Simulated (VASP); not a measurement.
# WSe2 in VASP: notebook

WSe2 is run at these levels: PBE+D3(BJ); tasks: single point.

Everything below comes from runs of VASP 6.6.1. Logs are shortened: lines on timing, memory, paths and dates and some standing lists are left out, and cuts for length are marked.

## Step 1: The cell of the first run

The cell holds a slab with vacuum, 6 atoms: a = 3.285 Å, b = 3.285 Å, c = 24.239 Å, α = 90.00°, β = 90.00°, γ = 120.00°.

## Step 2: Single point, PBE+D3(BJ)

INCAR reads:

```
PREC = Accurate
ENCUT = 520
EDIFF = 1E-6
ISMEAR = 0
SIGMA = 0.05
LREAL = F
LASPH = T
NELM = 60
ALGO = Normal
ISIF = 2
LWAVE = F
LCHARG = F
LDIPOL = T
IDIPOL = 3
DIPOL = 0.5 0.5 0.397
GGA = PE
IVDW = 12
NBANDS = 35
```

KPOINTS reads:

```
regular mesh
0
Gamma
  9 9 1
```

POSCAR reads:

```
WSe2
1.0
    3.2854926884      0.0000000000      0.0000000000
   -1.6427463442      2.8453201321      0.0000000000
    0.0000000000      0.0000000000     24.2386466672
Se W
4 2
Direct
    0.3333333333      0.6666666667      0.1856539295
    0.3333333333      0.6666666667      0.3246601777
    0.6666666667      1.3333333333      0.4694702427
    0.6666666667      1.3333333333      0.6084764909
    0.6666666667      0.3333333333      0.2551570536
    1.0000000000      1.0000000000      0.5389733668
```

Potentials or basis: VASP PAW PBE potentials, release 64 (Se, W_sv).

Launch:

```console
> cat potpaw_PBE.64/Se/POTCAR potpaw_PBE.64/W_sv/POTCAR > POTCAR
> mpirun -np 1 vasp_std > vasp.out
```

OUTCAR:

```text
PREC = Accurate
   ENCUT = 520
   EDIFF = 1E-6
   ISMEAR = 0
   LREAL = F
   LASPH = T
   NELM = 60
   ISIF = 2
   GGA = PE
   IVDW = 12
 IVDW          = 12

 ion  position               nearest neighbor table
   1  0.333  0.667  0.186-   5 2.54   5 2.54   5 2.54
   2  0.333  0.667  0.325-   5 2.54   5 2.54   5 2.54
   3  0.667  0.333  0.469-   6 2.54   6 2.54   6 2.54
   4  0.667  0.333  0.608-   6 2.54   6 2.54   6 2.54
   5  0.667  0.333  0.255-   2 2.54   1 2.54   2 2.54   1 2.54   2 2.54   1 2.54
   6  0.000  0.000  0.539-   3 2.54   4 2.54   3 2.54   4 2.54   3 2.54   4 2.54

  LATTYP: Found a hexagonal cell.
 ALAT       =     3.2854926884
 C/A-ratio  =     7.3774769771

  Lattice vectors:

 A1 = (   3.2854926884,   0.0000000000,   0.0000000000)
 A2 = (  -1.6427463442,   2.8453201321,   0.0000000000)
 A3 = (   0.0000000000,   0.0000000000,  24.2386466672)

Analysis of symmetry for initial positions (statically):
=====================================================================
 Subroutine PRICEL returns:
 Original cell was already a primitive cell.

 Routine SETGRP: Setting up the symmetry group for a
 hexagonal supercell.

 Subroutine GETGRP returns: Found  6 space group operations
 (whereof  6 operations were pure point group operations)
 out of a pool of 24 trial point group operations.

The static configuration has the point symmetry C_3v.

Analysis of symmetry for dynamics (positions and initial velocities):
=====================================================================
 Subroutine PRICEL returns:
 Original cell was already a primitive cell.

 Routine SETGRP: Setting up the symmetry group for a
 hexagonal supercell.

 Subroutine GETGRP returns: Found  6 space group operations
 (whereof  6 operations were pure point group operations)
 out of a pool of 24 trial point group operations.

The dynamic configuration has the point symmetry C_3v.

 Subroutine INISYM returns: Found  6 space group operations
 (whereof  6 operations are pure point group operations),
 and found     1 'primitive' translations

----------------------------------------------------------------------------------------

                                     Primitive cell

  volume of cell :     226.5896

  direct lattice vectors                    reciprocal lattice vectors
     3.285492688  0.000000000  0.000000000     0.304368353  0.175727151  0.000000000
    -1.642746344  2.845320132  0.000000000     0.000000000  0.351454302  0.000000000
     0.000000000  0.000000000 24.238646667     0.000000000  0.000000000  0.041256429

  length of vectors
     3.285492688  3.285492688 24.238646667     0.351454302  0.351454302  0.041256429

  position of ions in fractional coordinates (direct lattice)
     0.333333333  0.666666667  0.185653929
     0.333333333  0.666666667  0.324660178
     0.666666667  0.333333333  0.469470243
     0.666666667  0.333333333  0.608476491
     0.666666667  0.333333333  0.255157054
     0.000000000  0.000000000  0.538973367

  ion indices of the primitive-cell ions
   primitive index   ion index
                 1           1
                 2           2
                 3           3
                 4           4
                 5           5
                 6           6

----------------------------------------------------------------------------------------

 KPOINTS: regular mesh

Automatic generation of k-mesh.
 Grid dimensions read from file:
 generate k-points for:    9    9    1

 Generating k-lattice:

  Cartesian coordinates                     Fractional coordinates (reciprocal lattice)
     0.033818706  0.019525239  0.000000000     0.111111111  0.000000000  0.000000000
     0.000000000  0.039050478  0.000000000     0.000000000  0.111111111  0.000000000
     0.000000000  0.000000000  0.041256429     0.000000000  0.000000000  1.000000000

  Length of vectors
     0.039050478  0.039050478  0.041256429

  Shift w.r.t. Gamma in fractional coordinates (k-lattice)
     0.000000000  0.000000000  0.000000000

 Subroutine IBZKPT returns following result:
 ===========================================

 Found     12 irreducible k-points:

 Following reciprocal coordinates:
            Coordinates               Weight
  0.000000  0.000000  0.000000      1.000000
  0.111111 -0.000000  0.000000      6.000000
  0.222222 -0.000000  0.000000      6.000000
  0.333333 -0.000000  0.000000      6.000000
  0.444444 -0.000000  0.000000      6.000000
  0.111111  0.111111  0.000000      6.000000
  0.222222  0.111111  0.000000     12.000000
  0.333333  0.111111  0.000000     12.000000
  0.444444  0.111111  0.000000      6.000000
  0.222222  0.222222  0.000000      6.000000
  0.333333  0.222222  0.000000     12.000000
  0.333333  0.333333  0.000000      2.000000
   k-points           NKPTS =     12   k-points in BZ     NKDIM =     12   number of bands    NBANDS=     35
   number of dos      NEDOS =    301   number of ions     NIONS =      6
   total plane-waves  NPLWV = 103680
   dimension x,y,z NGX =    24 NGY =   24 NGZ =  180
   dimension x,y,z NGXF=    48 NGYF=   48 NGZF=  360
   ions per type =               4   2
   NGX,Y,Z   is equivalent  to a cutoff of  12.14, 12.14, 12.35 a.u.
   NGXF,Y,Z  is equivalent  to a cutoff of  24.29, 24.29, 24.69 a.u.
 SYSTEM =  unknown system
   PREC   = accura    normal or accurate (medium, high low for compatibility)
   ISTART =      0    job   : 0-new  1-cont  2-samecut
   ICHARG =      2    charge: 1-file 2-atom 10-const
   ISPIN  =      1    spin polarized calculation?
   LNONCOLLINEAR =      F non collinear calculations
   LSORBIT =      F    spin-orbit coupling
   LASPH  =      T    aspherical Exc in radial PAW
   ENCUT  =  520.0 eV  38.22 Ry    6.18 a.u.   6.11  6.11 45.07*2*pi/ulx,y,z
   NELM   =     60;   NELMIN=  2; NELMDL= -5     # of ELM steps
   EDIFF  = 0.1E-05   stopping-criterion for ELM
   LREAL  =      F    real-space projection
   EDIFFG = 0.1E-04   stopping-criterion for IOM
   NSW    =      0    number of steps for IOM
   IBRION =     -1    ionic relax: 0-MD 1-quasi-New 2-CG
   NFREE  =      0    steps in history (QN), initial steepest desc. (CG)
   ISIF   =      2    stress and relaxation
   ISYM   =      2    0-nonsym 1-usesym 2-fastsym
   POTIM  = 0.5000    time-step for ionic-motion
   TEBEG  =    0.0;   TEEND  =   0.0 temperature during run
   PSTRESS=    0.0 pullay stress
   NELECT =      52.0000    total number of electrons
   NUPDOWN=      -1.0000    fix difference up-down
   EMIN   =  10.00;   EMAX   =-10.00  energy-range for DOS
   EFERMI =   0.00;   METHOD = LEGACY
   ISMEAR =     0;   SIGMA  =   0.05  broadening in eV -4-tet -1-fermi 0-gaus
   EFERMI_NEDOS =   21; number of points for ismear=-14 and -15
   IALGO  =     38    algorithm
   IMIX   =      4    mixing-type and parameters
     AMIX     =   0.40;   BMIX     =  1.00
     AMIX_MAG =   1.60;   BMIX_MAG =  1.00
  volume/ion in A,a.u.               =      37.76       254.85
  Fermi-wavevector in a.u.,A,eV,Ry     =   1.002296  1.894065 13.668372  1.004597
  Thomas-Fermi vector in A             =   2.134774
   LORBIT       =      0    0 simple, 1 ext, 2 COOP (PROOUT), +10 PAW based schemes
   GGA     = PE    functional components
   LHFCALC =     F    Hartree Fock is set to
   AEXX    =    0.0000 exact exchange contribution
   IVDW    =    12    specifies the selected vdW correction
   LEPSILON=     F    determine dielectric tensor
   LRPA    =     F    only Hartree local field effects (RPA)
 non-spin polarized calculation
 Gauss-broadening in eV      SIGMA  =   0.05
  energy-cutoff  :      520.00
  volume of cell :      226.59
 maximum number of plane-waves:      6144
   NGX = 13   NGY = 13   NGZ = 91

 dipolmoment           0.000000      0.000000     -0.000002 electrons x Angstroem

 number of electron      51.9999987 magnetization

 dipolmoment           0.000000      0.000000      0.001340 electrons x Angstroem

 Free energy of the ion-electron system (eV)
  ---------------------------------------------------
  ext. energy  EPLUGINS =         0.00000000
  ---------------------------------------------------
  free energy    TOTEN  =       -43.21150117 eV

  energy without entropy =      -43.21150117  energy(sigma->0) =      -43.21150117

 E-fermi :   1.1086     XC(G=0):  -6.2647

 val. band max:        0.8692782242   @ k =   0.3333   0.3333   0.0000
 cond. band min:       2.4298030678   @ k =   0.2222   0.1111   0.0000
 fundamental gap:      1.5605248437
 Fermi energy:         1.1085685890

 k-point     1 :       0.0000    0.0000    0.0000
  band No.  band energies     occupation
      1     -73.1939      2.00000
      2     -73.1697      2.00000
      3     -37.4400      2.00000
      4     -37.4153      2.00000
      5     -37.3053      2.00000
      6     -37.3053      2.00000
[... 27 lines left out ...]
     34       4.0259      0.00000
     35       5.1858      0.00000

 k-point     2 :       0.1111   -0.0000    0.0000
  band No.  band energies     occupation
      1     -73.1927      2.00000
      2     -73.1685      2.00000
      3     -37.4348      2.00000
      4     -37.4100      2.00000
      5     -37.3331      2.00000
      6     -37.3119      2.00000
[... 27 lines left out ...]
     34       4.1734      0.00000
     35       5.6035      0.00000

 k-point     3 :       0.2222   -0.0000    0.0000
  band No.  band energies     occupation
      1     -73.1896      2.00000
      2     -73.1654      2.00000
      3     -37.4214      2.00000
      4     -37.4028      2.00000
      5     -37.3967      2.00000
      6     -37.3789      2.00000
[... 27 lines left out ...]
     34       4.7421      0.00000
     35       6.2674      0.00000
[... 267 lines left out ...]
 k-point    11 :       0.3333    0.2222    0.0000
  band No.  band energies     occupation
      1     -73.1828      2.00000
      2     -73.1586      2.00000
      3     -37.5037      2.00000
      4     -37.4798      2.00000
      5     -37.4154      2.00000
      6     -37.3919      2.00000
[... 27 lines left out ...]
     34       5.5592      0.00000
     35       6.2980      0.00000

 k-point    12 :       0.3333    0.3333    0.0000
  band No.  band energies     occupation
      1     -73.1822      2.00000
      2     -73.1580      2.00000
      3     -37.4798      2.00000
      4     -37.4564      2.00000
      5     -37.4558      2.00000
      6     -37.4324      2.00000
[... 27 lines left out ...]
     34       5.8275      0.00000
     35       6.4766      0.00000

------------------------ aborting loop because EDIFF is reached ----------------------------------------

 vacuum level on the upper side and lower side of the slab       (xc-potential included)        -0.141        -0.169

 Edisp (eV)   -2.32162

 E8    (eV) :    -1.0672

  FORCE on cell =-STRESS in cart. coord.  units (eV):
  Direction    XX          YY          ZZ          XY          YZ          ZX
  --------------------------------------------------------------------------------------
  -------------------------------------------------------------------------------------
  Total       0.00416     0.00416    -0.38569     0.00000     0.00000     0.00000
  in kB       0.02944     0.02944    -2.72716     0.00000     0.00000     0.00000
  external pressure =       -0.89 kB  Pullay stress =        0.00 kB

 VOLUME and BASIS-vectors are now :
 -----------------------------------------------------------------------------
  energy-cutoff  :      520.00
  volume of cell :      226.59
      direct lattice vectors                 reciprocal lattice vectors
     3.285492688  0.000000000  0.000000000     0.304368353  0.175727151  0.000000000
    -1.642746344  2.845320132  0.000000000     0.000000000  0.351454302  0.000000000
     0.000000000  0.000000000 24.238646667     0.000000000  0.000000000  0.041256429

 POSITION                                       TOTAL-FORCE (eV/Angst)
 -----------------------------------------------------------------------------------
     -0.00000      1.89688      4.50000         0.000000      0.000000     -0.036088
     -0.00000      1.89688      7.86932         0.000000      0.000000      0.132113
      1.64275      0.94844     11.37932         0.000000      0.000000     -0.125397
      1.64275      0.94844     14.74865        -0.000000      0.000000      0.039567
      1.64275      0.94844      6.18466         0.000000     -0.000000      0.034246
      0.00000      0.00000     13.06399         0.000000      0.000000     -0.044441
 -----------------------------------------------------------------------------------
    total drift:                               -0.000001      0.000000     -0.000238

  FREE ENERGIE OF THE ION-ELECTRON SYSTEM (eV)
  ---------------------------------------------------
  free  energy   TOTEN  =       -45.5331175319 eV

  energy  without entropy=      -45.5331175319  energy(sigma->0) =      -45.53311753

 vacuum level on the upper side and lower side of the slab         5.825         5.799
```

It took 64 s on 1 thread of Intel Xeon 6975P-C (Granite Rapids), shared host; peak memory 0.35 GiB.

What came out:

```
Free energy                : -45.5331 eV
Largest force              : 0.132 eV/Å
Band gap on the k mesh     : 1.56 eV, indirect (least direct gap 1.64 eV)
Dispersion energy per atom : -0.387 eV
```

Forces in eV/Å, atoms in the order of the input:
```
Se   0.000  0.000 -0.036
Se   0.000  0.000  0.132
Se   0.000  0.000 -0.125
Se   0.000  0.000  0.040
W    0.000  0.000  0.034
W    0.000  0.000 -0.044
```

Caveat: spin-orbit coupling is left out, which moves the levels of the heavy elements.

## Step 3: Single point, PBE+D3(BJ)

INCAR reads:

```
SYSTEM = WSe2
ALGO = Normal ; DIPOL = 0.5 0.5 0.397
EDIFF = 1E-6 ; ENCUT = 520
GGA = PE ; IDIPOL = 3
ISIF = 2 ; ISMEAR = 0
IVDW = 12 ; LASPH = .True.
LCHARG = .False. ; LDIPOL = .True.
LREAL = .False. ; LWAVE = .False.
NBANDS = 35 ; NELM = 100
PREC = Accurate ; SIGMA = 0.05
```

KPOINTS reads:

```
k-points
0
Gamma
  9 9 1
  0 0 0
```

POSCAR is that of step 2.

Potentials or basis: VASP PAW PBE potentials, release 64 (Se, W_sv).

Launch:

```console
> cat potpaw_PBE.64/Se/POTCAR potpaw_PBE.64/W_sv/POTCAR > POTCAR
> mpirun -np 1 vasp_std > vasp.out
```

Run time: 62 s. Hardware: 1 thread of Intel Xeon 6975P-C (Granite Rapids), shared host; peak memory 0.35 GiB.

It converged, with:

```yaml
Free_energy: -45.5331 eV
Largest_force: 0.132 eV/Å
Band_gap_on_the_k_mesh: 1.56 eV, indirect (least direct gap 1.64 eV)
Dispersion_energy_per_atom: -0.387 eV
```

Forces on the atoms (eV/Å):
```
Se   0.000  0.000 -0.036
Se   0.000  0.000  0.132
Se   0.000  0.000 -0.125
Se   0.000  0.000  0.040
W    0.000  0.000  0.034
W    0.000  0.000 -0.044
```

Levels at points of the mesh, in eV from the valence-band top:
```
           k point  band 23  band 24  band 25  band 26  band 27  band 28  band 29  band 30
(0.00, 0.00, 0.00)    -1.17    -1.17    -0.59    -0.11     2.95     2.95     2.99     2.99
```

Caveat: spin-orbit coupling is left out, which moves the levels of the heavy elements.
